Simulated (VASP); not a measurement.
# Tl2O4H6 in VASP: single point with PBE

Aim: the single point of Tl2O4H6 with PBE.

Everything below comes from runs of VASP 6.6.1. Logs are shortened: lines on timing, memory, paths and dates and some standing lists are left out, and cuts for length are marked.

### 1 The cell of the first run

The cell holds a molecule in a box, 12 atoms: a = 13.650 Å, b = 11.900 Å, c = 17.030 Å, α = 90.00°, β = 90.00°, γ = 90.00°.

### 2 Single point, PBE

Input file INCAR:

```
SYSTEM = TlH3O2
PREC = Accurate
ENCUT = 910
EDIFF = 1E-6
ISMEAR = 0
SIGMA = 0.01
LREAL = .False.
LASPH = .True.
NELM = 120
ALGO = Normal
ISIF = 2
LWAVE = .False.
LCHARG = .True.
GGA = PE
LELF = .True.
LVHAR = .True.
NBANDS = 40
GGA_COMPAT = .False.
NELMDL = -8
```

Input file KPOINTS:

```
regular mesh
0
Gamma
  1 1 1
  0 0 0
```

Input file POSCAR:

```
TlH3O2
1.0
   13.6500000000      0.0000000000      0.0000000000
    0.0000000000     11.9000000000      0.0000000000
    0.0000000000      0.0000000000     17.0300000000
Tl O H
2 4 6
Direct
    0.5000893800      0.6217621800      0.5702660000
    0.5000893800      0.3781512600      0.4298197300
    0.5999692300      0.4999563000      0.5000428700
    0.4002095200      0.4999563000      0.5000428700
    0.5000893800      0.4731916000      0.7093552600
    0.5000893800      0.5267218500      0.2907304800
    0.6705084200      0.4999563000      0.5000428700
    0.3296703300      0.4999563000      0.5000428700
    0.5556044000      0.5059159700      0.7358461500
    0.4445743600      0.5059159700      0.7358461500
    0.5556044000      0.4939966400      0.2642395800
    0.4445743600      0.4939966400      0.2642395800
```

Potentials or basis: VASP PAW PBE potentials, release 64 (Tl_d, O_h, H_h).

Command:

```console
$ cat potpaw_PBE.64/Tl_d/POTCAR potpaw_PBE.64/O_h/POTCAR potpaw_PBE.64/H_h/POTCAR > POTCAR
$ mpirun -np 1 vasp_gam > vasp.out
```

OUTCAR:

```text
SYSTEM = TlH3O2
   PREC = Accurate
   ENCUT = 910
   EDIFF = 1E-6
   ISMEAR = 0
   LREAL = .False.
   LASPH = .True.
   NELM = 120
   ISIF = 2
   GGA = PE
   NELMDL = -8

 ion  position               nearest neighbor table
   1  0.500  0.622  0.570-   3 2.32   4 2.32   2 3.76
   2  0.500  0.378  0.430-   3 2.32   4 2.32   1 3.76
   3  0.600  0.500  0.500-   7 0.96   2 2.32   1 2.32
   4  0.400  0.500  0.500-   8 0.96   2 2.32   1 2.32
   5  0.500  0.473  0.709-   9 0.96  10 0.96
   6  0.500  0.527  0.291-  11 0.96  12 0.96
   7  0.671  0.500  0.500-   3 0.96
   8  0.330  0.500  0.500-   4 0.96
   9  0.556  0.506  0.736-   5 0.96
  10  0.445  0.506  0.736-   5 0.96
  11  0.556  0.494  0.264-   6 0.96
  12  0.445  0.494  0.264-   6 0.96

  LATTYP: Found a simple orthorhombic cell.
 ALAT       =    11.9000000000
 B/A-ratio  =     1.1470588235
 C/A-ratio  =     1.4310924370

  Lattice vectors:

 A1 = (   0.0000000000, -11.9000000000,   0.0000000000)
 A2 = (  13.6500000000,   0.0000000000,   0.0000000000)
 A3 = (   0.0000000000,   0.0000000000,  17.0300000000)

Analysis of symmetry for initial positions (statically):
=====================================================================
 Subroutine PRICEL returns:
 Original cell was already a primitive cell.

 Routine SETGRP: Setting up the symmetry group for a
 simple orthorhombic supercell.

 Subroutine GETGRP returns: Found  4 space group operations
 (whereof  1 operations were pure point group operations)
 out of a pool of  8 trial point group operations.

The static configuration has the point symmetry C_1 .
 The point group associated with its full space group is C_2h.

Analysis of symmetry for dynamics (positions and initial velocities):
=====================================================================
 Subroutine PRICEL returns:
 Original cell was already a primitive cell.

 Routine SETGRP: Setting up the symmetry group for a
 simple orthorhombic supercell.

 Subroutine GETGRP returns: Found  4 space group operations
 (whereof  1 operations were pure point group operations)
 out of a pool of  8 trial point group operations.

The dynamic configuration has the point symmetry C_1 .
 The point group associated with its full space group is C_2h.

 Subroutine INISYM returns: Found  4 space group operations
[... 100 lines left out ...]
   ISYM   =      2    0-nonsym 1-usesym 2-fastsym
   POTIM  = 0.5000    time-step for ionic-motion
   TEBEG  =    0.0;   TEEND  =   0.0 temperature during run
   PSTRESS=    0.0 pullay stress
   NELECT =      56.0000    total number of electrons
   NUPDOWN=      -1.0000    fix difference up-down
   EMIN   =  10.00;   EMAX   =-10.00  energy-range for DOS
   EFERMI =   0.00;   METHOD = LEGACY
   ISMEAR =     0;   SIGMA  =   0.01  broadening in eV -4-tet -1-fermi 0-gaus
   EFERMI_NEDOS =   21; number of points for ismear=-14 and -15
   IALGO  =     38    algorithm
   IMIX   =      4    mixing-type and parameters
     AMIX     =   0.40;   BMIX     =  1.00
     AMIX_MAG =   1.60;   BMIX_MAG =  1.00
  volume/ion in A,a.u.               =     230.52      1555.64
  Fermi-wavevector in a.u.,A,eV,Ry     =   0.446176  0.843150  2.708551  0.199073
  Thomas-Fermi vector in A             =   1.424318
   LORBIT       =      0    0 simple, 1 ext, 2 COOP (PROOUT), +10 PAW based schemes
   GGA     = PE    functional components
   LHFCALC =     F    Hartree Fock is set to
   AEXX    =    0.0000 exact exchange contribution
   IVDW    =     0    specifies the selected vdW correction
   LEPSILON=     F    determine dielectric tensor
   LRPA    =     F    only Hartree local field effects (RPA)
 non-spin polarized calculation
 Gauss-broadening in eV      SIGMA  =   0.01
  energy-cutoff  :      910.00
  volume of cell :     2766.27
 maximum number of plane-waves:     86234
 NGX is ok and might be reduce to   140
   NGX = 67   NGY = 59   NGZ = 83

 number of electron      56.0000004 magnetization

 Free energy of the ion-electron system (eV)
  ---------------------------------------------------
  ext. energy  EPLUGINS =         0.00000000
  ---------------------------------------------------
  free energy    TOTEN  =       -54.15140625 eV

  energy without entropy =      -54.15140625  energy(sigma->0) =      -54.15140625

 E-fermi :  -4.1956     XC(G=0):  -0.9297

 val. band max:       -4.3008698300   @ k =   0.0000   0.0000   0.0000
 cond. band min:      -0.9260988019   @ k =   0.0000   0.0000   0.0000
 fundamental gap:      3.3747710281
 Fermi energy:        -4.1955618548

 k-point     1 :       0.0000    0.0000    0.0000
  band No.  band energies     occupation
      1     -25.4040      2.00000
      2     -25.4039      2.00000
      3     -22.1230      2.00000
      4     -21.9351      2.00000
      5     -13.8006      2.00000
      6     -13.7475      2.00000
[... 32 lines left out ...]
     39       0.8628      0.00000
     40       0.9337      0.00000

------------------------ aborting loop because EDIFF is reached ----------------------------------------

  FORCE on cell =-STRESS in cart. coord.  units (eV):
  Direction    XX          YY          ZZ          XY          YZ          ZX
  --------------------------------------------------------------------------------------
  -------------------------------------------------------------------------------------
  Total        2.2110374      0.9725796      1.0575513      0.0000000      0.6548351      0.0000000
  in kB        1.2805968      0.5633022      0.6125165      0.0000000      0.3792698      0.0000000
  external PRESSURE =       0.8188052 kB  Pullay stress =       0.0000000 kB

 VOLUME and BASIS-vectors are now :
 -----------------------------------------------------------------------------
  energy-cutoff  :      910.00
  volume of cell :     2766.27
      direct lattice vectors                 reciprocal lattice vectors
    13.650000000  0.000000000  0.000000000     0.073260073  0.000000000  0.000000000
     0.000000000 11.900000000  0.000000000     0.000000000  0.084033613  0.000000000
     0.000000000  0.000000000 17.030000000     0.000000000  0.000000000  0.058719906

 POSITION                                       TOTAL-FORCE (eV/Angst)
 -----------------------------------------------------------------------------------
      6.82622      7.39897      9.71163         0.000000      0.375721      0.165359
      6.82622      4.50000      7.31983         0.000000     -0.375721     -0.165359
      8.18958      5.94948      8.51573        -0.000749      0.000000      0.000000
      5.46286      5.94948      8.51573         0.000749      0.000000      0.000000
      6.82622      5.63098     12.08032         0.000000     -0.243153     -0.194781
      6.82622      6.26799      4.95114         0.000000      0.243153      0.194781
      9.15244      5.94948      8.51573         0.327626      0.000000      0.000000
      4.50000      5.94948      8.51573        -0.327626      0.000000      0.000000
      7.58400      6.02040     12.53146         0.327621      0.093401      0.147069
      6.06844      6.02040     12.53146        -0.327621      0.093401      0.147069
      7.58400      5.87856      4.50000         0.327621     -0.093401     -0.147069
      6.06844      5.87856      4.50000        -0.327621     -0.093401     -0.147069
 -----------------------------------------------------------------------------------
    total drift:                                0.000278      0.026276     -0.002918

  FREE ENERGIE OF THE ION-ELECTRON SYSTEM (eV)
  ---------------------------------------------------
  free  energy   TOTEN  =       -54.1514062474 eV

  energy  without entropy=      -54.1514062474  energy(sigma->0) =      -54.15140625
```

Wall time 7.8 min (1 thread of AMD EPYC 9R45 (Zen 5), shared host); peak memory 3.9 GiB.

What came out:

```yaml
Free_energy: -54.1514 eV
Largest_force: 0.410 eV/Å
Gap_between_the_frontier_levels: 3.37 eV
```

Forces on the atoms (eV/Å):
```
Tl   0.000  0.376  0.165
Tl   0.000 -0.376 -0.165
O   -0.001  0.000  0.000
O    0.001  0.000  0.000
O    0.000 -0.243 -0.195
O    0.000  0.243  0.195
H    0.328  0.000  0.000
H   -0.328  0.000  0.000
H    0.328  0.093  0.147
H   -0.328  0.093  0.147
H    0.328 -0.093 -0.147
H   -0.328 -0.093 -0.147
```

Caveat: the cutoff is under 1.25 times the usual one of these potentials, so pressure, stress and relaxed cells hold a basis-set (Pulay) error; spin-orbit coupling is left out, which moves the levels of the heavy elements.
